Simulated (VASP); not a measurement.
# FeO (P-6m2) in VASP: settings compared, part 2 of 2

VASP 6.6.1. The steps go on from the part before.

## 4. Relaxation of cell and atoms, BLYP+D4, collinear spin, ferromagnetic start

This run uses another cell than the first one, of 10.34 Å³/atom, 0.943 times its volume.

File INCAR:

```
  PREC = Accurate
  ENCUT = 600
  EDIFF = 1E-6
  ISMEAR = -1
  SIGMA = 0.05
  LREAL = F
  LASPH = T
  NELM = 150
  ALGO = Normal
  ISIF = 3
  LWAVE = F
  LCHARG = F
  ISPIN = 2
  MAGMOM = 3 0
  LORBIT = 11
  LMAXMIX = 4
  GGA = B5
  ALDAX = 1.0
  AGGAX = 1.0
  AGGAC = 1.0
  ALDAC = 0.0
  IVDW = 13
  VDW_S6 = 1.0
  VDW_S8 = 2.34076671
  VDW_A1 = 0.44488865
  VDW_A2 = 4.0933009
  IBRION = 2
  NSW = 60
  EDIFFG = -0.01
```

File KPOINTS:

```
Automatic mesh
0
Gamma
  10 10 9
```

File POSCAR:

```
FeO
1.0
    2.9029055100      0.0000000000      0.0000000000
   -1.4514527500      2.5139899200      0.0000000000
    0.0000000000      0.0000000000      2.8330919500
Fe O
1 1
Direct
    0.0000000000      0.0000000000      0.0000000000
    0.6666666667      0.3333333333      0.5000000000
```

Potentials or basis: VASP PAW PBE potentials, release 64 (Fe, O).

Run with:

```bash
> cat potpaw_PBE.64/Fe/POTCAR potpaw_PBE.64/O/POTCAR > POTCAR
> mpirun -np 1 vasp_std > vasp.out
```

OUTCAR:

```text
PREC = Accurate
   ENCUT = 600
   EDIFF = 1E-6
   ISMEAR = -1
   LREAL = F
   LASPH = T
   NELM = 150
   ISIF = 3
   ISPIN = 2
   LORBIT = 11
   GGA = B5
   IVDW = 13
   IBRION = 2
   NSW = 60
   EDIFFG = -0.01

 ion  position               nearest neighbor table
   1  0.000  0.000  0.000-   2 2.19   2 2.19   2 2.19   2 2.19   2 2.19   2 2.19
   2  0.667  0.333  0.500-   1 2.19   1 2.19   1 2.19   1 2.19   1 2.19   1 2.19

  LATTYP: Found a hexagonal cell.
 ALAT       =     2.9029055100
 C/A-ratio  =     0.9759504539

  Lattice vectors:

 A1 = (   2.9029055100,   0.0000000000,   0.0000000000)
 A2 = (  -1.4514527500,   2.5139899200,   0.0000000000)
 A3 = (   0.0000000000,   0.0000000000,   2.8330919500)

Analysis of symmetry for initial positions (statically):
=====================================================================
 Subroutine PRICEL returns:
 Original cell was already a primitive cell.

 Routine SETGRP: Setting up the symmetry group for a
 hexagonal supercell.

 Subroutine GETGRP returns: Found 12 space group operations
 (whereof 12 operations were pure point group operations)
 out of a pool of 24 trial point group operations.

The static configuration has the point symmetry D_3h.

Analysis of symmetry for dynamics (positions and initial velocities):
=====================================================================
 Subroutine PRICEL returns:
 Original cell was already a primitive cell.

 Routine SETGRP: Setting up the symmetry group for a
 hexagonal supercell.

 Subroutine GETGRP returns: Found 12 space group operations
 (whereof 12 operations were pure point group operations)
 out of a pool of 24 trial point group operations.

The dynamic configuration has the point symmetry D_3h.

Analysis of structural, dynamic, and magnetic symmetry:
=====================================================================
 Subroutine PRICEL returns:
 Original cell was already a primitive cell.

 Routine SETGRP: Setting up the symmetry group for a
 hexagonal supercell.

 Subroutine GETGRP returns: Found 12 space group operations
 (whereof 12 operations were pure point group operations)
 out of a pool of 24 trial point group operations.

The overall configuration has the point symmetry D_3h.

 Subroutine INISYM returns: Found 12 space group operations
 (whereof 12 operations are pure point group operations),
 and found     1 'primitive' translations

----------------------------------------------------------------------------------------

                                     Primitive cell

  volume of cell :      20.6756

  direct lattice vectors                    reciprocal lattice vectors
     2.902905510  0.000000000  0.000000000     0.344482449  0.198887034  0.000000000
    -1.451452750  2.513989920  0.000000000     0.000000000  0.397774069  0.000000000
     0.000000000  0.000000000  2.833091950     0.000000000  0.000000000  0.352971248

  length of vectors
     2.902905510  2.902905511  2.833091950     0.397774069  0.397774069  0.352971248

  position of ions in fractional coordinates (direct lattice)
     0.000000000  0.000000000  0.000000000
     0.666666667  0.333333333  0.500000000

  ion indices of the primitive-cell ions
   primitive index   ion index
                 1           1
                 2           2

----------------------------------------------------------------------------------------

 KPOINTS: Automatic mesh

Automatic generation of k-mesh.
 Grid dimensions read from file:
 generate k-points for:   10   10    9
[... 56 lines left out ...]
   ISTART =      0    job   : 0-new  1-cont  2-samecut
   ICHARG =      2    charge: 1-file 2-atom 10-const
   ISPIN  =      2    spin polarized calculation?
   LNONCOLLINEAR =      F non collinear calculations
   LSORBIT =      F    spin-orbit coupling
   LASPH  =      T    aspherical Exc in radial PAW
   ENCUT  =  600.0 eV  44.10 Ry    6.64 a.u.   5.80  5.80  5.66*2*pi/ulx,y,z
   NELM   =    150;   NELMIN=  2; NELMDL= -5     # of ELM steps
   EDIFF  = 0.1E-05   stopping-criterion for ELM
   LREAL  =      F    real-space projection
   EDIFFG = -.1E-01   stopping-criterion for IOM
   NSW    =     60    number of steps for IOM
   IBRION =      2    ionic relax: 0-MD 1-quasi-New 2-CG
   NFREE  =      1    steps in history (QN), initial steepest desc. (CG)
   ISIF   =      3    stress and relaxation
   ISYM   =      2    0-nonsym 1-usesym 2-fastsym
   POTIM  = 0.5000    time-step for ionic-motion
   TEBEG  =    0.0;   TEEND  =   0.0 temperature during run
   PSTRESS=    0.0 pullay stress
   NELECT =      14.0000    total number of electrons
   NUPDOWN=      -1.0000    fix difference up-down
   EMIN   =  10.00;   EMAX   =-10.00  energy-range for DOS
   EFERMI =   0.00;   METHOD = LEGACY
   ISMEAR =    -1;   SIGMA  =   0.05  broadening in eV -4-tet -1-fermi 0-gaus
   EFERMI_NEDOS =   21; number of points for ismear=-14 and -15
   IALGO  =     38    algorithm
   IMIX   =      4    mixing-type and parameters
     AMIX     =   0.40;   BMIX     =  1.00
     AMIX_MAG =   1.60;   BMIX_MAG =  1.00
  volume/ion in A,a.u.               =      10.34        69.76
  Fermi-wavevector in a.u.,A,eV,Ry     =   1.437579  2.716631 28.118266  2.066634
  Thomas-Fermi vector in A             =   2.556641
   LORBIT       =     11    0 simple, 1 ext, 2 COOP (PROOUT), +10 PAW based schemes
   GGA     = B5    functional components
   LHFCALC =     F    Hartree Fock is set to
   AEXX    =    0.0000 exact exchange contribution
   IVDW    =    13    specifies the selected vdW correction
   LEPSILON=     F    determine dielectric tensor
   LRPA    =     F    only Hartree local field effects (RPA)
 conjugate gradient relaxation of ions
 spin polarized calculation
  energy-cutoff  :      600.00
  volume of cell :       20.68
 maximum number of plane-waves:       702
 NGX is ok and might be reduce to    24
   NGX = 11   NGY = 11   NGZ = 11

--------------------------------------- Ionic step        1  -------------------------------------------

 number of electron      14.0000004 magnetization       3.9983688

 Free energy of the ion-electron system (eV)
  ---------------------------------------------------
  ext. energy  EPLUGINS =         0.00000000
  ---------------------------------------------------
  free energy    TOTEN  =       -13.89104866 eV

  energy without entropy =      -13.88963270  energy(sigma->0) =      -13.89034068

------------------------ aborting loop because EDIFF is reached ----------------------------------------

  DFT-D4 for vdW energy calculation

  Edisp (eV):   -0.88372
[... 71 lines left out ...]
--------------------------------------- Ionic step        3  -------------------------------------------

 number of electron      13.9999997 magnetization       3.9827074

 Free energy of the ion-electron system (eV)
  ---------------------------------------------------
  ext. energy  EPLUGINS =         0.00000000
  ---------------------------------------------------
  free energy    TOTEN  =       -13.88637452 eV

  energy without entropy =      -13.88371329  energy(sigma->0) =      -13.88504391

 E-fermi :   6.0261     XC(G=0): -11.7320

 val. band max:        5.9337342727   @ k =   0.3000   0.3000   0.4444
 cond. band min:       6.0292442657   @ k =   0.1000  -0.0000   0.4444
 fundamental gap:      0.0955099930
 Fermi energy:         6.0261381908

 spin component 1

 k-point     1 :       0.0000    0.0000    0.0000
  band No.  band energies     occupation
      1     -14.1158      1.00000
      2       1.0998      1.00000
      3       1.0998      1.00000
      4       1.6939      1.00000
      5       2.4600      1.00000
      6       3.4301      1.00000
      7       3.4301      1.00000
      8       5.0958      1.00000
      9       5.0958      1.00000
     10       6.9089      0.00000
     11      20.8682      0.00000
     12      22.2538      0.00000
     13      22.2538      0.00000
[... 356 lines left out ...]
      2      -1.4795      1.00000
      3       0.6181      1.00000
      4       1.3076      1.00000
      5       2.3302      1.00000
      6       3.4782      1.00000
      7       3.9370      1.00000
      8       4.1471      1.00000
      9       5.4430      0.99999
     10      12.3359      0.00000
     11      14.9065      0.00000
     12      20.1668      0.00000
     13      22.6185      0.00000

 [... further k-points ...]

 spin component 2

 k-point     1 :       0.0000    0.0000    0.0000
  band No.  band energies     occupation
      1     -13.4921      1.00000
      2       2.6073      1.00000
      3       2.6073      1.00000
      4       3.0994      1.00000
      5       4.1530      1.00000
      6       7.2818      0.00000
      7       7.2818      0.00000
      8       7.5204      0.00000
      9       7.5204      0.00000
     10       7.7043      0.00000
     11      21.5309      0.00000
     12      23.0250      0.00000
     13      23.0250      0.00000
[... 401 lines left out ...]
  FREE ENERGIE OF THE ION-ELECTRON SYSTEM (eV)
  ---------------------------------------------------
  free  energy   TOTEN  =       -14.8111078697 eV

  energy  without entropy=      -14.8084466382  energy(sigma->0) =      -14.80977725

 reached required accuracy - stopping structural energy minimisation

 total charge

# of ion       s       p       d       tot
------------------------------------------
    1        0.299   0.389   6.116   6.804
    2        1.549   3.450   0.000   4.999
--------------------------------------------------
tot          1.848   3.840   6.116  11.803

 magnetization (x)

# of ion       s       p       d       tot
------------------------------------------
    1        0.008   0.006   3.518   3.532
    2        0.030   0.346   0.000   0.377
--------------------------------------------------
tot          0.039   0.352   3.518   3.908
```

OSZICAR:

```text
N       E                     dE             d eps       ncg     rms          rms(c)
DAV:   1     0.925502768524E+02    0.92550E+02   -0.76815E+03  3696   0.138E+03
DAV:   2    -0.916414637254E+01   -0.10171E+03   -0.88885E+02  3780   0.276E+02
[... 28 lines left out ...]
DAV:   2    -0.138902544656E+02    0.99286E-01   -0.20756E-01  4410   0.650E+00    0.192E+00
DAV:   3    -0.138884310066E+02    0.18235E-02   -0.13769E-02  4206   0.219E+00    0.954E-01
DAV:   4    -0.138870828358E+02    0.13482E-02   -0.79979E-04  4280   0.441E-01    0.379E-01
DAV:   5    -0.138863605419E+02    0.72229E-03   -0.53914E-04  4280   0.283E-01    0.728E-02
DAV:   6    -0.138863735287E+02   -0.12987E-04   -0.26542E-05  4797   0.908E-02    0.194E-02
DAV:   7    -0.138863745236E+02   -0.99487E-06   -0.37397E-06  4285   0.342E-02
   3 F= -.14811108E+02 E0= -.14809777E+02  d E =-.363365E-01  mag=     3.9824
```

CONTCAR:

```text
FeO
   1.00000000000000
     2.8611640176815398   -0.0000000000830184    0.0000000000000000
    -1.4305820039845620    2.4778407271485308   -0.0000000000000000
     0.0000000000000000   -0.0000000000000000    2.7617848630236312
  Fe              O
     1     1
Direct
     0.0000000000000000    0.0000000000000000    0.0000000000000000
     0.6666666667000030    0.3333333332999970    0.5000000000000000

  0.00000000E+00  0.00000000E+00  0.00000000E+00
  0.00000000E+00  0.00000000E+00  0.00000000E+00
```

It took 61 s on 1 thread of Intel Xeon Platinum 8375C at 2.90GHz (Ice Lake), shared host; peak memory 0.18 GiB.

What came out:

| Item | Value |
| --- | --- |
| Free energy | -14.8111 eV |
| Relaxed volume | 9.79 Å³/atom |
| Relaxed cell | a = 2.861 Å, b = 2.861 Å, c = 2.762 Å, α = 90.00°, β = 90.00°, γ = 120.00° |
| Space group after relaxing (to 0.05 Å) | P-6m2 (No. 187) |
| Energy gained by relaxing | 18.2 meV/atom |
| Ionic steps | 3 |
| Pressure after relaxing | 0.0 GPa |
| Band gap on the k mesh | zero (filled and empty bands overlap) |
| Net moment | 3.98 μB per cell |
| Site moments | Fe +3.53; O +0.38 μB |
| Valence electrons inside the program's atomic spheres | Fe 6.80; O 5.00 |
| Dispersion energy per atom | -0.462 eV |

Step by step:
```csv
step,energy change (eV),largest force (eV/Å),pressure (GPa),volume (Å³)
1,0.0000,0.0000,-9.36,20.68
2,-0.0211,0.0000,7.00,18.92
3,-0.0363,0.0000,-0.02,19.58
```

Final structure:
```
Fe O
1.0
     2.86116    0.00000    0.00000
    -1.43058    2.47784    0.00000
     0.00000    0.00000    2.76178
Fe O
1 1
Direct
  0.00000 0.00000 0.00000
  0.66667 0.33333 0.50000
```

Caveat: the PAW data sets were made with another functional, which shifts forces and pressure a little; a cell with one magnetic atom can't hold antiferromagnetic order, which such compounds often take; semilocal functionals often make such compounds metallic where correlation or magnetic order opens a gap, which also shifts bond lengths; pairwise dispersion overbinds metals, which lowers pressure and volume.

## 5. The runs side by side

```tsv
task	level	cell	cutoff (eV)	gap on the mesh (eV)	pressure (GPa)	moment (μB)
single point	PBE	a = 2.960, b = 2.960, c = 2.889 Å, angles 90.0, 90.0, 120.0°, 2 atoms	520	none	-17.9	4.00
single point	BLYP+D4	a = 2.860, b = 2.860, c = 2.764 Å, angles 90.0, 90.0, 120.0°, 2 atoms	520	none	0.1	3.98
relaxation of cell and atoms	BLYP+D4	relaxed from a = 2.903, b = 2.903, c = 2.833 Å, angles 90.0, 90.0, 120.0°, 2 atoms	600	none	0.0	3.98
```

Alike in all rows: potentials or basis VASP PAW PBE potentials, release 64 (Fe, O); spin collinear, ferromagnetic start; k mesh 10 × 10 × 9; smearing fermi-dirac 0.05 eV.

Caveats: a cell with one magnetic atom can't hold antiferromagnetic order, which such compounds often take; semilocal functionals often make such compounds metallic where correlation or magnetic order opens a gap, which also shifts bond lengths; the PAW data sets were made with another functional, which shifts forces and pressure a little (some runs); pairwise dispersion overbinds metals, which lowers pressure and volume (some runs).

Absolute energies hang on the potentials; compare differences alone.
